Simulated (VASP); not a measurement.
# As in VASP: further runs, part 2 of 2

VASP 6.6.1. Earlier steps stand in the parts before.

## (3) Single point, PBE

This run uses another cell than the first one, of 19.76 Å³/atom, 0.943 times its volume.

INCAR reads:

```
SYSTEM = As
PREC     = Accurate       ! precision mode
ENCUT    = 500            ! plane-wave cutoff, eV
EDIFF    = 1E-6           ! SCF threshold, eV
ISMEAR   = -1             ! smearing method
SIGMA    = 0.02           ! smearing width, eV
LREAL    = .FALSE.        ! projectors in reciprocal space
LASPH    = .TRUE.         ! aspherical terms in the spheres
NELM     = 120            ! most SCF steps
ALGO     = Normal         ! electronic algorithm
ISIF     = 2              ! what is computed and relaxed
LWAVE    = .FALSE.        ! write WAVECAR
LCHARG   = .FALSE.        ! write CHGCAR
GGA      = PE             ! functional
NBANDS   = 8              ! bands
GGA_COMPAT= .FALSE.
```

KPOINTS reads:

```
regular mesh
0
G
  15 15 15
  0 0 0
```

POSCAR reads:

```
As
1.0
    2.6770438362      0.0000000000      0.0000000000
    0.0000000000      2.6770438362      0.0000000000
    0.0000000000      0.0000000000      2.7577553793
As
1
Direct
    0.5000000000      0.5000000000      0.5000000000
```

Potentials or basis: VASP PAW PBE potentials, release 64 (As).

Launch:

```console
$ cat potpaw_PBE.64/As/POTCAR > POTCAR
$ mpirun -np 1 vasp_std > vasp.out
```

OUTCAR:

```text
SYSTEM = As
   PREC = Accurate
   ENCUT = 500
   EDIFF = 1E-6
   ISMEAR = -1
   LREAL = .FALSE.
   LASPH = .TRUE.
   NELM = 120
   ISIF = 2
   GGA = PE

 ion  position               nearest neighbor table
   1  0.500  0.500  0.500-

  LATTYP: Found a simple tetragonal cell.
 ALAT       =     2.6770438362
 C/A-ratio  =     1.0301495037

  Lattice vectors:

 A1 = (   2.6770438362,   0.0000000000,   0.0000000000)
 A2 = (   0.0000000000,   2.6770438362,   0.0000000000)
 A3 = (   0.0000000000,   0.0000000000,   2.7577553793)

Analysis of symmetry for initial positions (statically):
=====================================================================
 Subroutine PRICEL returns:
 Original cell was already a primitive cell.

 Routine SETGRP: Setting up the symmetry group for a
 simple tetragonal supercell.

 Subroutine GETGRP returns: Found 16 space group operations
 (whereof 16 operations were pure point group operations)
 out of a pool of 16 trial point group operations.

The static configuration has the point symmetry D_4h.

Analysis of symmetry for dynamics (positions and initial velocities):
=====================================================================
 Subroutine PRICEL returns:
 Original cell was already a primitive cell.

 Routine SETGRP: Setting up the symmetry group for a
 simple tetragonal supercell.

 Subroutine GETGRP returns: Found 16 space group operations
 (whereof 16 operations were pure point group operations)
 out of a pool of 16 trial point group operations.

The dynamic configuration has the point symmetry D_4h.

 Subroutine INISYM returns: Found 16 space group operations
 (whereof 16 operations are pure point group operations),
 and found     1 'primitive' translations

----------------------------------------------------------------------------------------

                                     Primitive cell

  volume of cell :      19.7636

  direct lattice vectors                    reciprocal lattice vectors
     2.677043836  0.000000000  0.000000000     0.373546367  0.000000000  0.000000000
     0.000000000  2.677043836  0.000000000     0.000000000  0.373546367  0.000000000
     0.000000000  0.000000000  2.757755379     0.000000000  0.000000000  0.362613743

  length of vectors
     2.677043836  2.677043836  2.757755379     0.373546367  0.373546367  0.362613743

  position of ions in fractional coordinates (direct lattice)
     0.500000000  0.500000000  0.500000000

  ion indices of the primitive-cell ions
   primitive index   ion index
                 1           1

----------------------------------------------------------------------------------------

 KPOINTS: regular mesh

Automatic generation of k-mesh.
 Grid dimensions read from file:
 generate k-points for:   15   15   15

 Generating k-lattice:

  Cartesian coordinates                     Fractional coordinates (reciprocal lattice)
     0.024903091  0.000000000  0.000000000     0.066666667  0.000000000  0.000000000
     0.000000000  0.024903091  0.000000000     0.000000000  0.066666667  0.000000000
     0.000000000  0.000000000  0.024174250     0.000000000  0.000000000  0.066666667

  Length of vectors
     0.024903091  0.024903091  0.024174250

  Shift w.r.t. Gamma in fractional coordinates (k-lattice)
     0.000000000  0.000000000  0.000000000

 Subroutine IBZKPT returns following result:
 ===========================================

 Found    288 irreducible k-points:

 Following reciprocal coordinates:
            Coordinates               Weight
  0.000000  0.000000  0.000000      1.000000
  0.066667  0.000000  0.000000      4.000000
  0.133333  0.000000  0.000000      4.000000
  0.200000  0.000000  0.000000      4.000000
  0.266667  0.000000  0.000000      4.000000
  0.333333  0.000000  0.000000      4.000000
[... 16 lines left out ...]
  0.266667  0.200000  0.000000      8.000000
  0.333333  0.200000  0.000000      8.000000
 [... further k-points ...]
   k-points           NKPTS =    288   k-points in BZ     NKDIM =    288   number of bands    NBANDS=      8
   number of dos      NEDOS =    301   number of ions     NIONS =      1
   total plane-waves  NPLWV =   8000
   dimension x,y,z NGX =    20 NGY =   20 NGZ =   20
   dimension x,y,z NGXF=    40 NGYF=   40 NGZF=   40
   ions per type =               1
   NGX,Y,Z   is equivalent  to a cutoff of  12.42, 12.42, 12.06 a.u.
   NGXF,Y,Z  is equivalent  to a cutoff of  24.84, 24.84, 24.11 a.u.
 SYSTEM =  As
   PREC   = accura    normal or accurate (medium, high low for compatibility)
   ISTART =      0    job   : 0-new  1-cont  2-samecut
   ICHARG =      2    charge: 1-file 2-atom 10-const
   ISPIN  =      1    spin polarized calculation?
   LNONCOLLINEAR =      F non collinear calculations
   LSORBIT =      F    spin-orbit coupling
   LASPH  =      T    aspherical Exc in radial PAW
   ENCUT  =  500.0 eV  36.75 Ry    6.06 a.u.   4.88  4.88  5.03*2*pi/ulx,y,z
   NELM   =    120;   NELMIN=  2; NELMDL= -5     # of ELM steps
   EDIFF  = 0.1E-05   stopping-criterion for ELM
   LREAL  =      F    real-space projection
   EDIFFG = 0.1E-04   stopping-criterion for IOM
   NSW    =      0    number of steps for IOM
   IBRION =     -1    ionic relax: 0-MD 1-quasi-New 2-CG
   NFREE  =      0    steps in history (QN), initial steepest desc. (CG)
   ISIF   =      2    stress and relaxation
   ISYM   =      2    0-nonsym 1-usesym 2-fastsym
   POTIM  = 0.5000    time-step for ionic-motion
   TEBEG  =    0.0;   TEEND  =   0.0 temperature during run
   PSTRESS=    0.0 pullay stress
   NELECT =       5.0000    total number of electrons
   NUPDOWN=      -1.0000    fix difference up-down
   EMIN   =  10.00;   EMAX   =-10.00  energy-range for DOS
   EFERMI =   0.00;   METHOD = LEGACY
   ISMEAR =    -1;   SIGMA  =   0.02  broadening in eV -4-tet -1-fermi 0-gaus
   EFERMI_NEDOS =   21; number of points for ismear=-14 and -15
   IALGO  =     38    algorithm
   IMIX   =      4    mixing-type and parameters
     AMIX     =   0.40;   BMIX     =  1.00
     AMIX_MAG =   1.60;   BMIX_MAG =  1.00
  volume/ion in A,a.u.               =      19.76       133.37
  Fermi-wavevector in a.u.,A,eV,Ry     =   1.035403  1.956627 14.586243  1.072059
  Thomas-Fermi vector in A             =   2.169744
   LORBIT       =      0    0 simple, 1 ext, 2 COOP (PROOUT), +10 PAW based schemes
   GGA     = PE    functional components
   LHFCALC =     F    Hartree Fock is set to
   AEXX    =    0.0000 exact exchange contribution
   IVDW    =     0    specifies the selected vdW correction
   LEPSILON=     F    determine dielectric tensor
   LRPA    =     F    only Hartree local field effects (RPA)
 non-spin polarized calculation
  energy-cutoff  :      500.00
  volume of cell :       19.76
 maximum number of plane-waves:       516
 NGX is ok and might be reduce to    20
   NGX =  9   NGY =  9   NGZ = 11

 number of electron       5.0000000 magnetization

 Free energy of the ion-electron system (eV)
  ---------------------------------------------------
  ext. energy  EPLUGINS =         0.00000000
  ---------------------------------------------------
  free energy    TOTEN  =        -4.54494528 eV

  energy without entropy =       -4.54414629  energy(sigma->0) =       -4.54454579

 E-fermi :   5.9529     XC(G=0): -10.4345

 val. band max:        5.9479177279   @ k =   0.3333   0.3333   0.4000
 cond. band min:       5.9642739161   @ k =   0.4000   0.3333   0.3333
 fundamental gap:      0.0163561882
 Fermi energy:         5.9529498429

 k-point     1 :       0.0000    0.0000    0.0000
  band No.  band energies     occupation
      1      -9.0559      2.00000
      2       9.4184      0.00000
      3      10.4283      0.00000
      4      10.4283      0.00000
      5      14.0910      0.00000
      6      14.6575      0.00000
      7      16.6173      0.00000
      8      30.5807      0.00000

 k-point     2 :       0.0667    0.0000    0.0000
  band No.  band energies     occupation
      1      -8.9713      2.00000
      2       9.2961      0.00000
      3       9.4938      0.00000
      4      10.5036      0.00000
      5      14.2163      0.00000
      6      15.3177      0.00000
      7      17.2578      0.00000
      8      29.1337      0.00000
[... 221 lines left out ...]
 k-point    23 :       0.2667    0.2000    0.0000
  band No.  band energies     occupation
      1      -6.9936      2.00000
      2       3.8552      2.00000
      3       6.4214      0.00000
      4      11.1725      0.00000
      5      16.2430      0.00000
      6      18.1078      0.00000
      7      23.2569      0.00000
      8      23.9462      0.00000

 k-point    24 :       0.3333    0.2000    0.0000
  band No.  band energies     occupation
      1      -6.3166      2.00000
      2       2.1197      2.00000
      3       6.9877      0.00000
      4      11.6766      0.00000
      5      15.9174      0.00000
      6      17.5983      0.00000
      7      22.4830      0.00000
      8      23.3347      0.00000

 [... further k-points ...]
[... 5 lines left out ...]
  --------------------------------------------------------------------------------------
  -------------------------------------------------------------------------------------
  Total        0.4863055      0.4863055     -0.0386349      0.0000000      0.0000000     -0.0000000
  in kB       39.4233112     39.4233112     -3.1320109      0.0000000      0.0000000     -0.0000000
  external PRESSURE =      25.2382039 kB  Pullay stress =       0.0000000 kB

 VOLUME and BASIS-vectors are now :
 -----------------------------------------------------------------------------
  energy-cutoff  :      500.00
  volume of cell :       19.76
      direct lattice vectors                 reciprocal lattice vectors
     2.677043836  0.000000000  0.000000000     0.373546367  0.000000000  0.000000000
     0.000000000  2.677043836  0.000000000     0.000000000  0.373546367  0.000000000
     0.000000000  0.000000000  2.757755379     0.000000000  0.000000000  0.362613743

 POSITION                                       TOTAL-FORCE (eV/Angst)
 -----------------------------------------------------------------------------------
      1.33852      1.33852      1.37888         0.000000      0.000000      0.000000
 -----------------------------------------------------------------------------------
    total drift:                                0.000000      0.000000      0.000000

  FREE ENERGIE OF THE ION-ELECTRON SYSTEM (eV)
  ---------------------------------------------------
  free  energy   TOTEN  =        -4.5449452822 eV

  energy  without entropy=       -4.5441462935  energy(sigma->0) =       -4.54454579
```

It took 21 s on 1 thread of AMD EPYC 7R43 (Zen 3), shared host; peak memory 0.12 GiB.

What came out:

```
Free energy : -4.5449 eV
Pressure    : 2.5 GPa
```
